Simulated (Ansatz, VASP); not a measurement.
**Zr: VASP beside Ansatz**

```
Zr
1.0
     0.00000    3.14432    3.14432
     3.14432    0.00000    3.14432
     3.14432    3.14432    0.00000
Zr
2
Direct
  0.12500 0.12500 0.12500
  0.87500 0.87500 0.87500
```

Alike in both runs: functional PBE; k mesh 9 × 9 × 9; occupations fermi-dirac, width 0.1 eV; no spin polarisation.

Ansatz relaxed the structure, and its values are those at the end. VASP's run is a single point on that final structure, the one shown.

```csv
,VASP,Ansatz
version,VASP 6.6.1,Ansatz 0.2.0
potentials or method,"VASP PAW PBE potentials, release 64 (Zr_sv), cutoff 520 eV","plane waves (420 eV) with PAW, scalar-relativistic"
valence electrons in the cell,24,24
```

```csv
,VASP,Ansatz,Ansatz less VASP
pressure (GPa),0.1,0.0,-0.08
```
